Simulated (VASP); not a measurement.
# P in VASP: a series of runs

P is run at these levels: r2SCAN; tasks: single point.

Everything below comes from runs of VASP 6.6.1. Logs are shortened: lines on timing, memory, paths and dates and some standing lists are left out, and cuts for length are marked.

## (1) The cell of the first run

The cell holds a slab with vacuum, 2 atoms: a = 3.217 Å, b = 3.217 Å, c = 28.000 Å, α = 90.00°, β = 90.00°, γ = 120.00°.

## (2) Single point, r2SCAN

File POSCAR:

```
P
1.0
    3.2170000000      0.0000000000      0.0000000000
   -1.6085000000      2.7860037240      0.0000000000
    0.0000000000      0.0000000000     28.0000000000
P
2
Direct
    0.3333333333      0.6666666667      0.5234107143
    0.6666666667      0.3333333333      0.4765892857
```

File INCAR.step1:

```
PREC     = Accurate       # precision mode
ENCUT    = 520            # plane-wave cutoff, eV
ISMEAR   = 0              # smearing method
SIGMA    = 0.02           # smearing width, eV
LREAL    = F              # projectors in reciprocal space
LASPH    = T              # aspherical terms in the spheres
NELM     = 80             # most SCF steps
LDIPOL   = T            
IDIPOL   = 3            
DIPOL    = 0.5 0.5 0.500
NBANDS   = 12             # bands
GGA      = PE             # functional
ALGO     = Normal         # electronic algorithm
EDIFF    = 1E-4           # SCF threshold, eV
LWAVE    = T              # write WAVECAR
LCHARG   = F              # write CHGCAR
```

File INCAR.step2:

```
PREC     = Accurate       # precision mode
ENCUT    = 520            # plane-wave cutoff, eV
EDIFF    = 1E-7           # SCF threshold, eV
ISMEAR   = 0              # smearing method
SIGMA    = 0.02           # smearing width, eV
LREAL    = F              # projectors in reciprocal space
LASPH    = T              # aspherical terms in the spheres
NELM     = 80             # most SCF steps
ALGO     = Normal         # electronic algorithm
ISIF     = 2              # what is computed and relaxed
LWAVE    = F              # write WAVECAR
LCHARG   = F              # write CHGCAR
LDIPOL   = T            
IDIPOL   = 3            
DIPOL    = 0.5 0.5 0.500
METAGGA  = R2SCAN         # meta-GGA
LMIXTAU  = T            
NBANDS   = 12             # bands
ISTART   = 1
```

File KPOINTS:

```
regular mesh
0
Gamma
  9 9 1
```

Potentials or basis: VASP PAW PBE potentials, release 64 (P).

The run is started by

```
$ cat potpaw_PBE.64/P/POTCAR > POTCAR
$ cp INCAR.step1 INCAR
$ mpirun -np 1 vasp_std > vasp.out
$ cp INCAR.step2 INCAR
$ mpirun -np 1 vasp_std > vasp.out
```

OUTCAR:

```text
PREC = Accurate
   ENCUT = 520
   EDIFF = 1E-7
   ISMEAR = 0
   LREAL = F
   LASPH = T
   NELM = 80
   ISIF = 2
   METAGGA = R2SCAN
   ISTART = 1

 ion  position               nearest neighbor table
   1  0.333  0.667  0.523-   2 2.27   2 2.27   2 2.27
   2  0.667  0.333  0.477-   1 2.27   1 2.27   1 2.27

  LATTYP: Found a hexagonal cell.
 ALAT       =     3.2170000000
 C/A-ratio  =     8.7037612683

  Lattice vectors:

 A1 = (   3.2170000000,   0.0000000000,   0.0000000000)
 A2 = (  -1.6085000000,   2.7860037240,   0.0000000000)
 A3 = (   0.0000000000,   0.0000000000,  28.0000000000)

Analysis of symmetry for initial positions (statically):
=====================================================================
 Subroutine PRICEL returns:
 Original cell was already a primitive cell.

 Routine SETGRP: Setting up the symmetry group for a
 hexagonal supercell.

 Subroutine GETGRP returns: Found 12 space group operations
 (whereof 12 operations were pure point group operations)
 out of a pool of 24 trial point group operations.

The static configuration has the point symmetry D_3d.

Analysis of symmetry for dynamics (positions and initial velocities):
=====================================================================
 Subroutine PRICEL returns:
 Original cell was already a primitive cell.

 Routine SETGRP: Setting up the symmetry group for a
 hexagonal supercell.

 Subroutine GETGRP returns: Found 12 space group operations
 (whereof 12 operations were pure point group operations)
 out of a pool of 24 trial point group operations.

The dynamic configuration has the point symmetry D_3d.

 Subroutine INISYM returns: Found 12 space group operations
 (whereof 12 operations are pure point group operations),
 and found     1 'primitive' translations

----------------------------------------------------------------------------------------

                                     Primitive cell

  volume of cell :     250.9521

  direct lattice vectors                    reciprocal lattice vectors
     3.217000000  0.000000000  0.000000000     0.310848617  0.179468533  0.000000000
    -1.608500000  2.786003724  0.000000000     0.000000000  0.358937065  0.000000000
     0.000000000  0.000000000 28.000000000     0.000000000  0.000000000  0.035714286

  length of vectors
     3.217000000  3.217000000 28.000000000     0.358937065  0.358937065  0.035714286

  position of ions in fractional coordinates (direct lattice)
     0.333333333  0.666666667  0.523410714
     0.666666667  0.333333333  0.476589286

  ion indices of the primitive-cell ions
   primitive index   ion index
                 1           1
                 2           2

----------------------------------------------------------------------------------------

 KPOINTS: regular mesh

Automatic generation of k-mesh.
 Grid dimensions read from file:
 generate k-points for:    9    9    1

 Generating k-lattice:

  Cartesian coordinates                     Fractional coordinates (reciprocal lattice)
     0.034538735  0.019940948  0.000000000     0.111111111  0.000000000  0.000000000
     0.000000000  0.039881896  0.000000000     0.000000000  0.111111111  0.000000000
     0.000000000  0.000000000  0.035714286     0.000000000  0.000000000  1.000000000

  Length of vectors
     0.039881896  0.039881896  0.035714286

  Shift w.r.t. Gamma in fractional coordinates (k-lattice)
     0.000000000  0.000000000  0.000000000

 Subroutine IBZKPT returns following result:
 ===========================================

 Found     12 irreducible k-points:

 Following reciprocal coordinates:
            Coordinates               Weight
  0.000000  0.000000  0.000000      1.000000
  0.111111  0.000000  0.000000      6.000000
  0.222222  0.000000  0.000000      6.000000
  0.333333 -0.000000  0.000000      6.000000
  0.444444  0.000000  0.000000      6.000000
  0.111111  0.111111  0.000000      6.000000
  0.222222  0.111111  0.000000     12.000000
  0.333333  0.111111  0.000000     12.000000
  0.444444  0.111111  0.000000      6.000000
  0.222222  0.222222  0.000000      6.000000
  0.333333  0.222222  0.000000     12.000000
  0.333333  0.333333  0.000000      2.000000
   k-points           NKPTS =     12   k-points in BZ     NKDIM =     12   number of bands    NBANDS=     12
   number of dos      NEDOS =    301   number of ions     NIONS =      2
   total plane-waves  NPLWV = 120960
   dimension x,y,z NGX =    24 NGY =   24 NGZ =  210
   dimension x,y,z NGXF=    48 NGYF=   48 NGZF=  420
   ions per type =               2
   NGX,Y,Z   is equivalent  to a cutoff of  12.40, 12.40, 12.47 a.u.
   NGXF,Y,Z  is equivalent  to a cutoff of  24.81, 24.81, 24.94 a.u.
 SYSTEM =  unknown system
   PREC   = accura    normal or accurate (medium, high low for compatibility)
   ISTART =      1    job   : 0-new  1-cont  2-samecut
   ICHARG =      0    charge: 1-file 2-atom 10-const
   ISPIN  =      1    spin polarized calculation?
   LNONCOLLINEAR =      F non collinear calculations
   LSORBIT =      F    spin-orbit coupling
   LASPH  =      T    aspherical Exc in radial PAW
   ENCUT  =  520.0 eV  38.22 Ry    6.18 a.u.   5.98  5.98 52.06*2*pi/ulx,y,z
   NELM   =     80;   NELMIN=  2; NELMDL=  0     # of ELM steps
   EDIFF  = 0.1E-06   stopping-criterion for ELM
   LREAL  =      F    real-space projection
   EDIFFG = 0.1E-05   stopping-criterion for IOM
   NSW    =      0    number of steps for IOM
   IBRION =     -1    ionic relax: 0-MD 1-quasi-New 2-CG
   NFREE  =      0    steps in history (QN), initial steepest desc. (CG)
   ISIF   =      2    stress and relaxation
   ISYM   =      2    0-nonsym 1-usesym 2-fastsym
   POTIM  = 0.5000    time-step for ionic-motion
   TEBEG  =    0.0;   TEEND  =   0.0 temperature during run
   PSTRESS=    0.0 pullay stress
   NELECT =      10.0000    total number of electrons
   NUPDOWN=      -1.0000    fix difference up-down
   EMIN   =  10.00;   EMAX   =-10.00  energy-range for DOS
   EFERMI =   0.00;   METHOD = LEGACY
   ISMEAR =     0;   SIGMA  =   0.02  broadening in eV -4-tet -1-fermi 0-gaus
   EFERMI_NEDOS =   21; number of points for ismear=-14 and -15
   IALGO  =     38    algorithm
   IMIX   =      4    mixing-type and parameters
     AMIX     =   0.40;   BMIX     =  1.00
     AMIX_MAG =   1.60;   BMIX_MAG =  1.00
  volume/ion in A,a.u.               =     125.48       846.75
  Fermi-wavevector in a.u.,A,eV,Ry     =   0.559171  1.056680  4.254162  0.312672
  Thomas-Fermi vector in A             =   1.594506
   LORBIT       =      0    0 simple, 1 ext, 2 COOP (PROOUT), +10 PAW based schemes
   METAGGA = R2SCAN    functional components
   LHFCALC =     F    Hartree Fock is set to
   AEXX    =    0.0000 exact exchange contribution
   IVDW    =     0    specifies the selected vdW correction
   LEPSILON=     F    determine dielectric tensor
   LRPA    =     F    only Hartree local field effects (RPA)
 non-spin polarized calculation
 Gauss-broadening in eV      SIGMA  =   0.02
  energy-cutoff  :      520.00
  volume of cell :      250.95
 maximum number of plane-waves:      6828
 NGX is ok and might be reduce to    24
   NGX = 11   NGY = 11   NGZ =105

 number of electron      10.0000000 magnetization

 dipolmoment           0.000000      0.000000     -0.000000 electrons x Angstroem

 Free energy of the ion-electron system (eV)
  ---------------------------------------------------
  ext. energy  EPLUGINS =         0.00000000
  ---------------------------------------------------
  free energy    TOTEN  =       -17.77842104 eV

  energy without entropy =      -17.77842104  energy(sigma->0) =      -17.77842104

 E-fermi :  -3.9747     XC(G=0):  -1.8757

 val. band max:       -4.1015365021   @ k =   0.0000   0.0000   0.0000
 cond. band min:      -2.4311855829   @ k =   0.3333   0.3333   0.0000
 fundamental gap:      1.6703509192
 Fermi energy:        -3.9746879852

 k-point     1 :       0.0000    0.0000    0.0000
  band No.  band energies     occupation
      1     -19.3744      2.00000
      2     -11.5478      2.00000
      3      -5.3812      2.00000
      4      -4.1015      2.00000
      5      -4.1015      2.00000
      6       0.0072      0.00000
      7       0.0072      0.00000
      8       0.5395      0.00000
      9       1.2755      0.00000
     10       1.6977      0.00000
     11       2.0057      0.00000
     12       2.1251      0.00000

 k-point     2 :       0.1111    0.0000    0.0000
  band No.  band energies     occupation
      1     -19.1554      2.00000
      2     -11.3873      2.00000
      3      -5.6171      2.00000
      4      -5.2448      2.00000
      5      -4.5749      2.00000
      6      -0.4845      0.00000
      7       0.5376      0.00000
      8       1.3534      0.00000
      9       1.8896      0.00000
     10       1.9714      0.00000
     11       2.2398      0.00000
     12       2.3750      0.00000

 k-point     3 :       0.2222    0.0000    0.0000
  band No.  band energies     occupation
      1     -18.5065      2.00000
      2     -11.0501      2.00000
      3      -7.9712      2.00000
      4      -5.4221      2.00000
      5      -4.9395      2.00000
      6      -1.5489      0.00000
      7       1.2016      0.00000
      8       1.4033      0.00000
      9       2.1623      0.00000
     10       2.6712      0.00000
     11       2.9748      0.00000
     12       3.0782      0.00000
[... 106 lines left out ...]
 k-point    11 :       0.3333    0.2222    0.0000
  band No.  band energies     occupation
      1     -15.5988      2.00000
      2     -13.4154      2.00000
      3      -9.2907      2.00000
      4      -7.3746      2.00000
      5      -5.7722      2.00000
      6      -1.8586      0.00000
      7       0.2155      0.00000
      8       1.4806      0.00000
      9       3.6840      0.00000
     10       5.3529      0.00000
     11       5.8436      0.00000
     12       6.2598      0.00000

 k-point    12 :       0.3333    0.3333    0.0000
  band No.  band energies     occupation
      1     -14.4205      2.00000
      2     -14.4205      2.00000
      3      -9.9769      2.00000
      4      -6.4562      2.00000
      5      -6.4562      2.00000
      6      -2.4312      0.00000
      7       1.1072      0.00000
      8       1.1072      0.00000
      9       4.4974      0.00000
     10       6.5307      0.00000
     11       6.5733      0.00000
     12       6.5733      0.00000

------------------------ aborting loop because EDIFF is reached ----------------------------------------

 vacuum level on the upper side and lower side of the slab       (xc-potential included)        -0.009        -0.009

  FORCE on cell =-STRESS in cart. coord.  units (eV):
  Direction    XX          YY          ZZ          XY          YZ          ZX
  --------------------------------------------------------------------------------------
  -------------------------------------------------------------------------------------
  Total        0.4854792      0.4854792     -1.9264407      0.0000000      0.0000000     -0.0000000
  in kB        3.0994911      3.0994911    -12.2991599      0.0000000      0.0000000     -0.0000000
  external PRESSURE =      -2.0333926 kB  Pullay stress =       0.0000000 kB

 VOLUME and BASIS-vectors are now :
 -----------------------------------------------------------------------------
  energy-cutoff  :      520.00
  volume of cell :      250.95
      direct lattice vectors                 reciprocal lattice vectors
     3.217000000  0.000000000  0.000000000     0.310848617  0.179468533  0.000000000
    -1.608500000  2.786003724  0.000000000     0.000000000  0.358937065  0.000000000
     0.000000000  0.000000000 28.000000000     0.000000000  0.000000000  0.035714286

 POSITION                                       TOTAL-FORCE (eV/Angst)
 -----------------------------------------------------------------------------------
     -0.00000      1.85734     14.65550         0.000000     -0.000000     -1.461735
      1.60850      0.92867     13.34450        -0.000000      0.000000      1.461735
 -----------------------------------------------------------------------------------
    total drift:                                0.000000     -0.000000      0.000000

  FREE ENERGIE OF THE ION-ELECTRON SYSTEM (eV)
  ---------------------------------------------------
  free  energy   TOTEN  =       -17.7784210405 eV

  energy  without entropy=      -17.7784210405  energy(sigma->0) =      -17.77842104

 vacuum level on the upper side and lower side of the slab         1.705         1.705
```

Run time: 2.7 min. Hardware: 1 thread of AMD EPYC 9R45 (Zen 5), shared host; peak memory 0.34 GiB.

What came out:

- Free energy: -17.7784 eV
- Largest force: 1.462 eV/Å
- Band gap on the k mesh: 1.67 eV (least direct gap 2.76 eV)

Forces on the atoms (eV/Å):
```
P    0.000  0.000 -1.462
P    0.000  0.000  1.462
```

Levels at points of the mesh, in eV from the valence-band top:
```csv
k point,band 1,band 2,band 3,band 4,band 5,band 6,band 7,band 8,band 9,band 10
"(0.00, 0.00, 0.00)",-15.27,-7.45,-1.28,0.00,0.00,4.11,4.11,4.64,5.38,5.80
```

Caveat: the PAW data sets were made with another functional, which shifts forces and pressure a little.

## (3) Single point, r2SCAN

File POSCAR:

```
P
1.0
    3.2170000000      0.0000000000      0.0000000000
   -1.6085000000      2.7860037240      0.0000000000
    0.0000000000      0.0000000000     28.0000000000
P
2
Direct
    0.3333333333      0.6666666667      0.5327678571
    0.6666666667      0.3333333333      0.4672321429
```

File INCAR.step1:

```
  ALGO = Normal
  DIPOL = 0.5 0.5 0.500
  EDIFF = 1E-4
  ENCUT = 520
  GGA = PE
  IDIPOL = 3
  ISMEAR = 0
  LASPH = True
  LCHARG = False
  LDIPOL = True
  LREAL = False
  LWAVE = True
  NBANDS = 12
  NELM = 60
  PREC = Accurate
  SIGMA = 0.02
```

File INCAR.step2:

```
  ALGO = Normal
  DIPOL = 0.5 0.5 0.500
  EDIFF = 1E-6
  ENCUT = 520
  IDIPOL = 3
  ISIF = 2
  ISMEAR = 0
  ISTART = 1
  LASPH = True
  LCHARG = False
  LDIPOL = True
  LMIXTAU = True
  LREAL = False
  LWAVE = False
  METAGGA = R2SCAN
  NBANDS = 12
  NELM = 60
  PREC = Accurate
  SIGMA = 0.02
```

File KPOINTS:

```
k-points
0
Gamma
  9 9 1
```

Potentials or basis: VASP PAW PBE potentials, release 64 (P).

The run is started by

```
$ cat potpaw_PBE.64/P/POTCAR > POTCAR
$ cp INCAR.step1 INCAR
$ mpirun -np 1 vasp_std > vasp.out
$ cp INCAR.step2 INCAR
$ mpirun -np 1 vasp_std > vasp.out
```

OUTCAR:

```text
EDIFF = 1E-6
   ENCUT = 520
   ISIF = 2
   ISMEAR = 0
   ISTART = 1
   LASPH = True
   LREAL = False
   METAGGA = R2SCAN
   NELM = 60
   PREC = Accurate

 ion  position               nearest neighbor table
   1  0.333  0.667  0.533-   2 2.61   2 2.61   2 2.61
   2  0.667  0.333  0.467-   1 2.61   1 2.61   1 2.61

  LATTYP: Found a hexagonal cell.
 ALAT       =     3.2170000000
 C/A-ratio  =     8.7037612683

  Lattice vectors:

 A1 = (   3.2170000000,   0.0000000000,   0.0000000000)
[... 357 lines left out ...]

  FORCE on cell =-STRESS in cart. coord.  units (eV):
  Direction    XX          YY          ZZ          XY          YZ          ZX
  --------------------------------------------------------------------------------------
  -------------------------------------------------------------------------------------
  Total       -1.6076869     -1.6076869     -7.9127188      0.0000000      0.0000000      0.0000000
  in kB      -10.2641092    -10.2641092    -50.5179283      0.0000000      0.0000000      0.0000000
  external PRESSURE =     -23.6820489 kB  Pullay stress =       0.0000000 kB

 VOLUME and BASIS-vectors are now :
 -----------------------------------------------------------------------------
  energy-cutoff  :      520.00
  volume of cell :      250.95
      direct lattice vectors                 reciprocal lattice vectors
     3.217000000  0.000000000  0.000000000     0.310848617  0.179468533  0.000000000
    -1.608500000  2.786003724  0.000000000     0.000000000  0.358937065  0.000000000
     0.000000000  0.000000000 28.000000000     0.000000000  0.000000000  0.035714286

 POSITION                                       TOTAL-FORCE (eV/Angst)
 -----------------------------------------------------------------------------------
     -0.00000      1.85734     14.91750         0.000000     -0.000000     -4.306435
      1.60850      0.92867     13.08250        -0.000000      0.000000      4.306435
 -----------------------------------------------------------------------------------
    total drift:                               -0.000000      0.000000     -0.000000

  FREE ENERGIE OF THE ION-ELECTRON SYSTEM (eV)
  ---------------------------------------------------
  free  energy   TOTEN  =       -15.6862932940 eV

  energy  without entropy=      -15.6842079364  energy(sigma->0) =      -15.68525062

 vacuum level on the upper side and lower side of the slab         1.597         1.597
```

OSZICAR.step1:

```text
N       E                     dE             d eps       ncg     rms          rms(c)
DAV:   1     0.626414674935E+02    0.62641E+02   -0.29048E+03   288   0.539E+02
DAV:   2    -0.324265855754E+01   -0.65884E+02   -0.59190E+02   476   0.911E+01
DAV:   3    -0.887147386299E+01   -0.56288E+01   -0.55819E+01   404   0.357E+01
DAV:   4    -0.897098101981E+01   -0.99507E-01   -0.99447E-01   420   0.573E+00
DAV:   5    -0.897239358904E+01   -0.14126E-02   -0.14125E-02   396   0.662E-01    0.379E+00
DAV:   6    -0.888786899614E+01    0.84525E-01   -0.19510E-01   348   0.192E+00    0.194E+00
DAV:   7    -0.887744372203E+01    0.10425E-01   -0.53208E-02   408   0.107E+00    0.511E-01
DAV:   8    -0.887545413102E+01    0.19896E-02   -0.37627E-03   360   0.351E-01    0.147E-01
DAV:   9    -0.887491354416E+01    0.54059E-03   -0.59537E-04   376   0.120E-01    0.696E-02
DAV:  10    -0.887418940492E+01    0.72414E-03   -0.63758E-04   352   0.109E-01    0.392E-02
DAV:  11    -0.887423843991E+01   -0.49035E-04   -0.19076E-05   272   0.229E-02
   1 F= -.88742384E+01 E0= -.88734020E+01  d E =-.167293E-02
```

Run time: 2.1 min. Hardware: 1 thread of AMD EPYC 9R45 (Zen 5), shared host; peak memory 0.34 GiB.

What came out:

```yaml
Free_energy: -15.6863 eV
Largest_force: 4.306 eV/Å
Band_gap_on_the_k_mesh: zero (bands 5 and 6 overlap by 2.01 eV)
```

Forces on the atoms (eV/Å):
```
P    0.000  0.000 -4.306
P    0.000  0.000  4.306
```

Levels at points of the mesh, in eV from the Fermi level:
```csv
k point,band 2,band 3,band 4,band 5,band 6,band 7,band 8,band 9
"(0.00, 0.00, 0.00)",-9.62,-3.38,1.40,1.40,2.46,3.55,3.55,4.41
```

Caveat: the PAW data sets were made with another functional, which shifts forces and pressure a little.
